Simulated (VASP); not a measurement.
Input of a VASP 6.6.1 run:

The input INCAR:

```
PREC = Accurate ; ENCUT = 640
EDIFF = 1E-6 ; ISMEAR = 0
SIGMA = 0.05 ; LREAL = F
LASPH = T ; NELM = 300
ALGO = Normal ; ISIF = 2
LWAVE = F ; LCHARG = F
ISPIN = 2 ; MAGMOM = 0 0 0 0 0 0 0 0 0 0 0 0 0 0 0 0 2
LORBIT = 11 ; LDIPOL = T
IDIPOL = 3 ; DIPOL = 0.5 0.5 0.310
GGA = PE ; IVDW = 12
NBANDS = 52 ; GGA_COMPAT = F
NELMDL = -8 ; AMIX = 0.1
BMIX = 1E-4 ; AMIX_MAG = 0.4
BMIX_MAG = 1E-4 ; KPAR = 4
```

File KPOINTS:

```
Automatic mesh
0
Gamma
  6 6 1
```

The input POSCAR:

```
SiC16
1.0
    4.9298676348      0.0000000000      0.0000000000
    0.0000000000      4.4224271207      0.0000000000
    0.0000000000      0.0000000000     22.6937313581
C Si
16 1
Direct
    0.2500000000      0.4155274479      0.1762601283
    0.7500000000      0.4155274479      0.1762601283
    0.0000000000      0.5195584896      0.2001805573
    0.5000000000      0.5195584896      0.2001805573
    0.0000000000      0.7272227604      0.2480854171
    0.5000000000      0.7272227604      0.2480854171
    0.2500000000      0.8312538021      0.2720058461
    0.7500000000      0.8312538021      0.2720058461
    0.2500000000      0.0442062586      0.3198735144
    0.7500000000      0.0442062586      0.3198735144
    0.0000000000      0.1500827603      0.3425973154
    0.5000000000      0.1500827603      0.3425973154
    0.0000000000      0.3779814405      0.3900562972
    0.5000000000      0.3779814405      0.3900562972
    0.2500000000      0.4764233498      0.4095285703
    0.7500000000      0.4764233498      0.4095285703
    0.2500000000      0.6430900164      0.5461301697
```

Potentials or basis: VASP PAW PBE potentials, release 64 (C, Si).

Command:

```sh
$ cat potpaw_PBE.64/C/POTCAR potpaw_PBE.64/Si/POTCAR > POTCAR
$ mpirun -np 4 vasp_std > vasp.out
```

Problem. Estimate the site moments.

Solution. C +0.00, -0.00, +0.01, -0.01, +0.06, -0.02, +0.29, +0.54 (each value once); Si -0.42 μB.

Problem. Estimate the dispersion energy per atom.

Solution. -0.121 eV.

Problem. What does it give for the largest force?

Solution. 3.153 eV/Å.

Problem. What does it give for the net moment?

Solution. 0.11 μB per cell.

Forces on the atoms (eV/Å):
```
C    0.000  1.318  1.669
C    0.000  1.313  1.679
C   -0.001 -2.007 -2.432
C    0.001 -2.007 -2.432
C   -0.010  0.831  1.006
C    0.010  0.831  1.006
C    0.000 -0.108 -0.179
C    0.000 -0.132 -0.207
C    0.000 -0.080 -0.128
C    0.000 -0.146 -0.236
C   -0.199  0.380  0.207
C    0.199  0.380  0.207
C    0.161 -0.644 -0.748
C   -0.161 -0.644 -0.748
C    0.000  1.002  2.631
C    0.000 -0.073  0.296
Si   0.000 -0.214 -1.592
```
